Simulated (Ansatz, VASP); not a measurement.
# One calculation of IrO, two programs

```
CELL_PARAMETERS angstrom
0.00000 2.38474 2.38474
2.38474 0.00000 2.38474
2.38474 2.38474 0.00000
ATOMIC_POSITIONS crystal
Ir 0.00000 0.00000 0.00000
O 0.25000 0.25000 0.25000
```

Alike in both runs: functional PBE; k mesh 16 × 16 × 16; occupations gaussian, width 0.1 eV; no spin polarisation.

Ansatz relaxed the structure, and its values are those at the end. VASP's run is a single point on that final structure, the one shown.

|  | VASP | Ansatz |
| --- | --- | --- |
| version | VASP 6.6.1 | Ansatz 0.2.0 |
| potentials or method | VASP PAW PBE potentials, release 64 (Ir_sv_GW, O), cutoff 600 eV | scalar-relativistic, plane waves, PAW |
| valence electrons in the cell | 23 | 23 |

|  | VASP | Ansatz | Ansatz less VASP |
| --- | --- | --- | --- |
| gap on the k mesh at the Fermi level (eV) | none | none | - |
| pressure (GPa) | -0.5 | 0.0 | +0.53 |

A gap of «none» marks a metal or a gap that the smearing closes. The functional is the same, so the differences come from potentials, cutoffs and numerics.

Spin-orbit coupling is off throughout.
